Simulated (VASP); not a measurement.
# Cu (I4/mmm) in VASP: further runs

The runs below take Cu through single point, with PBEsol.

Everything below comes from runs of VASP 6.6.1. Logs are shortened: lines on timing, memory, paths and dates and some standing lists are left out, and cuts for length are marked.

## Step 1: The cell of the first run

Symmetry: I4/mmm, No. 139, tetragonal system. The conventional cell has a = 2.831 Å, b = 2.831 Å, c = 2.755 Å, α = 90.00°, β = 90.00°, γ = 90.00°. Within 3.2 Å of Cu (site symmetry 4/mmm) lie 14 Cu at 2.43 to 2.83 Å.

## Step 2: Single point, PBEsol

Input file INCAR:

```
PREC     = Accurate       # precision mode
ENCUT    = 520            # plane-wave cutoff, eV
EDIFF    = 1E-6           # SCF threshold, eV
ISMEAR   = -1             # smearing method
SIGMA    = 0.1            # smearing width, eV
LREAL    = F              # projectors in reciprocal space
LASPH    = T              # aspherical terms in the spheres
NELM     = 80             # most SCF steps
ALGO     = Normal         # electronic algorithm
ISIF     = 2              # what is computed and relaxed
LWAVE    = F              # write WAVECAR
LCHARG   = F              # write CHGCAR
GGA      = PS             # functional
NBANDS   = 12             # bands
```

Input file KPOINTS:

```
regular mesh
0
Gamma
  13 13 13
```

Input file POSCAR:

```
Cu
1.0
   -1.4154205741      1.4154205741      1.3777299184
    1.4154205741     -1.4154205741      1.3777299184
    1.4154205741      1.4154205741     -1.3777299184
Cu
1
Direct
    0.0000000000      0.0000000000      0.0000000000
```

Potentials or basis: VASP PAW PBE potentials, release 64 (Cu).

On the command line:

```sh
$ cat potpaw_PBE.64/Cu/POTCAR > POTCAR
$ mpirun -np 1 vasp_std > vasp.out
```

OUTCAR:

```text
PREC = Accurate
   ENCUT = 520
   EDIFF = 1E-6
   ISMEAR = -1
   LREAL = F
   LASPH = T
   NELM = 80
   ISIF = 2
   GGA = PS

 ion  position               nearest neighbor table
   1  0.000  0.000  0.000-

  LATTYP: Found a body centered tetragonal cell.
 ALAT       =     2.8308411482
 C/A-ratio  =     0.9733714089

  Lattice vectors:

 A1 = (  -1.4154205741,   1.4154205741,   1.3777299184)
 A2 = (   1.4154205741,  -1.4154205741,   1.3777299184)
 A3 = (   1.4154205741,   1.4154205741,  -1.3777299184)

Analysis of symmetry for initial positions (statically):
=====================================================================
 Subroutine PRICEL returns:
 Original cell was already a primitive cell.

 Routine SETGRP: Setting up the symmetry group for a
 body centered tetragonal supercell.

 Subroutine GETGRP returns: Found 16 space group operations
 (whereof 16 operations were pure point group operations)
 out of a pool of 16 trial point group operations.

The static configuration has the point symmetry D_4h.

Analysis of symmetry for dynamics (positions and initial velocities):
=====================================================================
 Subroutine PRICEL returns:
 Original cell was already a primitive cell.

 Routine SETGRP: Setting up the symmetry group for a
 body centered tetragonal supercell.

 Subroutine GETGRP returns: Found 16 space group operations
 (whereof 16 operations were pure point group operations)
 out of a pool of 16 trial point group operations.

The dynamic configuration has the point symmetry D_4h.

 Subroutine INISYM returns: Found 16 space group operations
 (whereof 16 operations are pure point group operations),
 and found     1 'primitive' translations

----------------------------------------------------------------------------------------

                                     Primitive cell

  volume of cell :      11.0407

  direct lattice vectors                    reciprocal lattice vectors
    -1.415420574  1.415420574  1.377729918     0.000000000  0.353251895  0.362915832
     1.415420574 -1.415420574  1.377729918     0.353251895  0.000000000  0.362915832
     1.415420574  1.415420574 -1.377729918     0.353251895  0.353251895  0.000000000

  length of vectors
     2.430014513  2.430014513  2.430014513     0.506453159  0.506453159  0.499573621

  position of ions in fractional coordinates (direct lattice)
     0.000000000  0.000000000  0.000000000

  ion indices of the primitive-cell ions
   primitive index   ion index
                 1           1

----------------------------------------------------------------------------------------

 KPOINTS: regular mesh

Automatic generation of k-mesh.
 Grid dimensions read from file:
 generate k-points for:   13   13   13

 Generating k-lattice:

  Cartesian coordinates                     Fractional coordinates (reciprocal lattice)
     0.000000000  0.027173223  0.027916602     0.076923077 -0.000000000  0.000000000
     0.027173223  0.000000000  0.027916602    -0.000000000  0.076923077  0.000000000
     0.027173223  0.027173223  0.000000000     0.000000000  0.000000000  0.076923077

  Length of vectors
     0.038957935  0.038957935  0.038428740

  Shift w.r.t. Gamma in fractional coordinates (k-lattice)
     0.000000000  0.000000000  0.000000000

 Subroutine IBZKPT returns following result:
 ===========================================

 Found    196 irreducible k-points:

 Following reciprocal coordinates:
            Coordinates               Weight
  0.000000  0.000000  0.000000      1.000000
  0.076923  0.000000 -0.000000      8.000000
  0.153846  0.000000 -0.000000      8.000000
  0.230769  0.000000 -0.000000      8.000000
  0.307692  0.000000 -0.000000      8.000000
  0.384615  0.000000  0.000000      8.000000
[... 16 lines left out ...]
  0.384615  0.153846  0.000000     16.000000
  0.461538  0.153846 -0.000000     16.000000
 [... further k-points ...]
   k-points           NKPTS =    196   k-points in BZ     NKDIM =    196   number of bands    NBANDS=     12
   number of dos      NEDOS =    301   number of ions     NIONS =      1
   total plane-waves  NPLWV =   5832
   dimension x,y,z NGX =    18 NGY =   18 NGZ =   18
   dimension x,y,z NGXF=    36 NGYF=   36 NGZF=   36
   ions per type =               1
   NGX,Y,Z   is equivalent  to a cutoff of  12.31, 12.31, 12.31 a.u.
   NGXF,Y,Z  is equivalent  to a cutoff of  24.63, 24.63, 24.63 a.u.
 SYSTEM =  unknown system
   PREC   = accura    normal or accurate (medium, high low for compatibility)
   ISTART =      0    job   : 0-new  1-cont  2-samecut
   ICHARG =      2    charge: 1-file 2-atom 10-const
   ISPIN  =      1    spin polarized calculation?
   LNONCOLLINEAR =      F non collinear calculations
   LSORBIT =      F    spin-orbit coupling
   LASPH  =      T    aspherical Exc in radial PAW
   ENCUT  =  520.0 eV  38.22 Ry    6.18 a.u.   4.52  4.52  4.52*2*pi/ulx,y,z
   NELM   =     80;   NELMIN=  2; NELMDL= -5     # of ELM steps
   EDIFF  = 0.1E-05   stopping-criterion for ELM
   LREAL  =      F    real-space projection
   EDIFFG = 0.1E-04   stopping-criterion for IOM
   NSW    =      0    number of steps for IOM
   IBRION =     -1    ionic relax: 0-MD 1-quasi-New 2-CG
   NFREE  =      0    steps in history (QN), initial steepest desc. (CG)
   ISIF   =      2    stress and relaxation
   ISYM   =      2    0-nonsym 1-usesym 2-fastsym
   POTIM  = 0.5000    time-step for ionic-motion
   TEBEG  =    0.0;   TEEND  =   0.0 temperature during run
   PSTRESS=    0.0 pullay stress
   NELECT =      11.0000    total number of electrons
   NUPDOWN=      -1.0000    fix difference up-down
   EMIN   =  10.00;   EMAX   =-10.00  energy-range for DOS
   EFERMI =   0.00;   METHOD = LEGACY
   ISMEAR =    -1;   SIGMA  =   0.10  broadening in eV -4-tet -1-fermi 0-gaus
   EFERMI_NEDOS =   21; number of points for ismear=-14 and -15
   IALGO  =     38    algorithm
   IMIX   =      4    mixing-type and parameters
     AMIX     =   0.40;   BMIX     =  1.00
     AMIX_MAG =   1.60;   BMIX_MAG =  1.00
  volume/ion in A,a.u.               =      11.04        74.51
  Fermi-wavevector in a.u.,A,eV,Ry     =   1.635086  3.089865 36.375277  2.673507
  Thomas-Fermi vector in A             =   2.726618
   LORBIT       =      0    0 simple, 1 ext, 2 COOP (PROOUT), +10 PAW based schemes
   GGA     = PS    functional components
   LHFCALC =     F    Hartree Fock is set to
   AEXX    =    0.0000 exact exchange contribution
   IVDW    =     0    specifies the selected vdW correction
   LEPSILON=     F    determine dielectric tensor
   LRPA    =     F    only Hartree local field effects (RPA)
 non-spin polarized calculation
  energy-cutoff  :      520.00
  volume of cell :       11.04
 maximum number of plane-waves:       321
 NGX is ok and might be reduce to    18
   NGX =  9   NGY =  9   NGZ =  9

 number of electron      11.0000011 magnetization

 Free energy of the ion-electron system (eV)
  ---------------------------------------------------
  ext. energy  EPLUGINS =         0.00000000
  ---------------------------------------------------
  free energy    TOTEN  =        -4.27310017 eV

  energy without entropy =       -4.26387693  energy(sigma->0) =       -4.26848855

 E-fermi :   8.2132     XC(G=0): -13.3070

 val. band max:        8.1790397116   @ k =  -0.3077   0.3077   0.3077
 cond. band min:       8.2382543176   @ k =  -0.3077   0.4615   0.0769
 fundamental gap:      0.0592146060
 Fermi energy:         8.2131803942

 k-point     1 :       0.0000    0.0000    0.0000
  band No.  band energies     occupation
      1      -1.6471      2.00000
      2       4.8663      2.00000
      3       4.9836      2.00000
      4       4.9836      2.00000
      5       6.0040      2.00000
      6       6.1275      2.00000
      7      33.7171      0.00000
      8      33.7171      0.00000
      9      34.3930      0.00000
     10      37.9846      0.00000
     11      38.0904      0.00000
     12      38.0905      0.00000

 k-point     2 :       0.0769    0.0000   -0.0000
  band No.  band energies     occupation
      1      -1.4057      2.00000
      2       4.8575      2.00000
      3       4.9781      2.00000
      4       5.0403      2.00000
      5       5.9969      2.00000
      6       6.0961      2.00000
      7      31.8737      0.00000
      8      33.2016      0.00000
      9      33.2899      0.00000
     10      35.6509      0.00000
     11      36.2486      0.00000
     12      36.8213      0.00000

 k-point     3 :       0.1538    0.0000   -0.0000
  band No.  band energies     occupation
      1      -0.6998      2.00000
      2       4.7372      2.00000
      3       4.9437      2.00000
      4       5.3024      2.00000
      5       5.9529      2.00000
      6       6.0729      2.00000
      7      27.8280      0.00000
      8      31.3592      0.00000
      9      32.1888      0.00000
     10      33.0690      0.00000
     11      34.9892      0.00000
     12      37.1882      0.00000
[... 286 lines left out ...]
 k-point    23 :       0.3846    0.1538    0.0000
  band No.  band energies     occupation
      1       3.1992      2.00000
      2       4.1688      2.00000
      3       5.2969      2.00000
      4       6.0179      2.00000
      5       6.4175      2.00000
      6       9.2018      0.00010
      7      13.7586      0.00000
      8      20.9934      0.00000
      9      26.0065      0.00000
     10      32.7360      0.00000
     11      38.4316      0.00000
     12      40.0134      0.00000

 k-point    24 :       0.4615    0.1538   -0.0000
  band No.  band energies     occupation
      1       3.1971      2.00000
      2       4.1725      2.00000
      3       5.2936      2.00000
      4       6.0246      2.00000
      5       6.3853      2.00000
      6       9.1429      0.00018
      7      13.8651      0.00000
      8      20.9283      0.00000
      9      26.0837      0.00000
     10      32.7181      0.00000
     11      38.6183      0.00000
     12      40.5230      0.00000

 [... further k-points ...]

------------------------ aborting loop because EDIFF is reached ----------------------------------------

  FORCE on cell =-STRESS in cart. coord.  units (eV):
  Direction    XX          YY          ZZ          XY          YZ          ZX
  --------------------------------------------------------------------------------------
  -------------------------------------------------------------------------------------
  Total        0.3991411      0.3991411      0.3975336      0.0000000      0.0000000      0.0000000
  in kB       57.9217898     57.9217898     57.6885090      0.0000000      0.0000000      0.0000000
  external PRESSURE =      57.8440295 kB  Pullay stress =       0.0000000 kB

 VOLUME and BASIS-vectors are now :
 -----------------------------------------------------------------------------
  energy-cutoff  :      520.00
  volume of cell :       11.04
      direct lattice vectors                 reciprocal lattice vectors
    -1.415420574  1.415420574  1.377729918     0.000000000  0.353251895  0.362915832
     1.415420574 -1.415420574  1.377729918     0.353251895  0.000000000  0.362915832
     1.415420574  1.415420574 -1.377729918     0.353251895  0.353251895  0.000000000

 POSITION                                       TOTAL-FORCE (eV/Angst)
 -----------------------------------------------------------------------------------
      0.00000      0.00000      0.00000        -0.000000      0.000000     -0.000000
 -----------------------------------------------------------------------------------
    total drift:                                0.000000      0.000000      0.000000

  FREE ENERGIE OF THE ION-ELECTRON SYSTEM (eV)
  ---------------------------------------------------
  free  energy   TOTEN  =        -4.2731001663 eV

  energy  without entropy=       -4.2638769263  energy(sigma->0) =       -4.26848855
```

It took 22 s on 1 thread of Intel Xeon 8259CL, shared host; peak memory 0.13 GiB.

Results:

* Free energy: -4.2731 eV
* Pressure: 5.8 GPa
* Band gap on the k mesh: zero (an odd number of electrons rules out a gap without spin polarisation)

Caveat: the cell stands under pressure; the PAW data sets were made with another functional, which shifts forces and pressure a little.

## Step 3: Single point, PBEsol

This run uses another cell than the first one, of 11.36 Å³/atom.

Input file INCAR:

```
SYSTEM = Cu
PREC = Accurate
ENCUT = 520
EDIFF = 1E-6
ISMEAR = -1
SIGMA = 0.1
LREAL = .False.
LASPH = .True.
NELM = 80
ALGO = Normal
ISIF = 2
LWAVE = .False.
LCHARG = .True.
GGA = PS
LELF = .True.
LVHAR = .True.
NBANDS = 12
```

Input file KPOINTS:

```
Automatic mesh
0
Gamma
  13 13 13
  0 0 0
```

Input file POSCAR:

```
Cu
1.0
   -1.4358336724      1.4358336724      1.3777607117
    1.4358336724     -1.4358336724      1.3777607117
    1.4358336724      1.4358336724     -1.3777607117
Cu
1
Direct
    0.0000000000      0.0000000000      0.0000000000
```

Potentials or basis: VASP PAW PBE potentials, release 64 (Cu).

On the command line:

```sh
$ cat potpaw_PBE.64/Cu/POTCAR > POTCAR
$ mpirun -np 1 vasp_std > vasp.out
```

It took 22 s on 1 thread of Intel Xeon 8259CL, shared host; peak memory 0.14 GiB.

It converged, with:

```yaml
Free_energy: -4.2797 eV
Pressure: 0.7 GPa
Band_gap_on_the_k_mesh: zero (an odd number of electrons rules out a gap without spin polarisation)
```

Levels at points of the mesh, in eV from the Fermi level:
| k point | band 4 | band 5 | band 6 | band 7 | band 8 | band 9 |
| --- | --- | --- | --- | --- | --- | --- |
| (0.00, 0.00, 0.00) | -3.11 | -2.19 | -2.01 | 25.06 | 25.06 | 26.13 |

Caveat: the PAW data sets were made with another functional, which shifts forces and pressure a little.
